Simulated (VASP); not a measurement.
Write the native input for VASP 6.6.1 that does the following.

| Item | Value |
| --- | --- |
| Task | relaxation of cell and atoms |
| Functional | PBE |
| Potentials or basis | VASP PAW PBE potentials, release 64 (Si, W_sv) |
| Cutoff | 600 eV |
| k mesh | 14 × 14 × 14 |
| Occupations | gaussian, width 0.1 eV |
| Spin | no spin polarisation |
| Dipole correction | no |
| Further INCAR settings | ALGO = Normal; EDIFF = 1e-06; IBRION = 2; EDIFFG = -0.01; NSW = 100; ISIF = 3 |

The structure of SiW3 lies in POSCAR:

```
SiW3
1.0
    0.0000000000      3.1224753673      3.1224753673
    3.1224753673      0.0000000000      3.1224753673
    3.1224753673      3.1224753673      0.0000000000
Si W
1 3
Direct
    0.0000000000      0.0000000000      0.0000000000
    0.2500000000      0.2500000000      0.2500000000
    0.7500000000      0.7500000000      0.7500000000
    0.5000000000      0.5000000000      0.5000000000
```

The input as run:

INCAR

```
SYSTEM = SiW3
ALGO = Normal ; EDIFF = 1E-6
EDIFFG = -0.01 ; ENCUT = 600
GGA = PE ; IBRION = 2
ISIF = 3 ; ISMEAR = 0
LASPH = .TRUE. ; LCHARG = .FALSE.
LREAL = .FALSE. ; LWAVE = .FALSE.
NELM = 100 ; NSW = 100
PREC = Accurate ; SIGMA = 0.1
```

KPOINTS

```
k-points
0
G
  14 14 14
  0 0 0
```

Potentials or basis: VASP PAW PBE potentials, release 64 (Si, W_sv).

The run is started by

```sh
$ cat potpaw_PBE.64/Si/POTCAR potpaw_PBE.64/W_sv/POTCAR > POTCAR
$ mpirun -np 1 vasp_std > vasp.out
```

It gave:

The relaxed volume is 15.23 Å³/atom, the relaxed cell is a = 4.417 Å, b = 4.417 Å, c = 4.417 Å, α = 60.00°, β = 60.00°, γ = 60.00° and the space group after relaxing (to 0.05 Å) is Fm-3m (No. 225). The energy gained by relaxing is 0.0 meV/atom and the ionic steps are 3. The pressure after relaxing is 0.0 GPa and the band gap on the k mesh is zero (band 23 reaches 13.02 eV, above the bottom of band 24 at 10.47 eV).

Caveat: spin-orbit coupling is left out, which moves the levels of the heavy elements.

It took 4.8 min on 1 thread of Intel(R) Xeon(R) Platinum 8259CL CPU @ 2.50GHz (Skylake/Cascade Lake), on a shared host, peak memory 0.33 GiB.
